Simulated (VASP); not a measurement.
Here is a VASP 6.6.1 calculation.

INCAR

```
SYSTEM = BN
  ALGO = Normal
  EDIFF = 1E-6
  ENCUT = 600
  GGA = PE
  GGA_COMPAT = .FALSE.
  ISIF = 2
  ISMEAR = 0
  LASPH = .TRUE.
  LCHARG = .FALSE.
  LREAL = .FALSE.
  LWAVE = .FALSE.
  NBANDS = 11
  NELM = 120
  PREC = Accurate
  SIGMA = 0.02
```

The input KPOINTS:

```
k-points
0
G
  12 12 12
  0 0 0
```

File POSCAR:

```
BN
1.0
    0.0000000000      1.8478944437      1.8478944437
    1.8478944437      0.0000000000      1.8478944437
    1.8478944437      1.8478944437      0.0000000000
B N
1 1
Direct
    0.0000000000      0.0000000000      0.0000000000
    0.2500000000      0.2500000000      0.2500000000
```

Potentials or basis: VASP PAW PBE potentials, release 64 (B, N).

The run is started by

```bash
$ cat potpaw_PBE.64/B/POTCAR potpaw_PBE.64/N/POTCAR > POTCAR
$ mpirun -np 1 vasp_std > vasp.out
```

Q: Predict the band gap on the k mesh.

A: 4.39 eV (least direct gap 8.50 eV).

Q: Estimate the pressure.

A: -19.6 GPa.

Caveat: the cell stands under tension. A k mesh can miss the band edges.
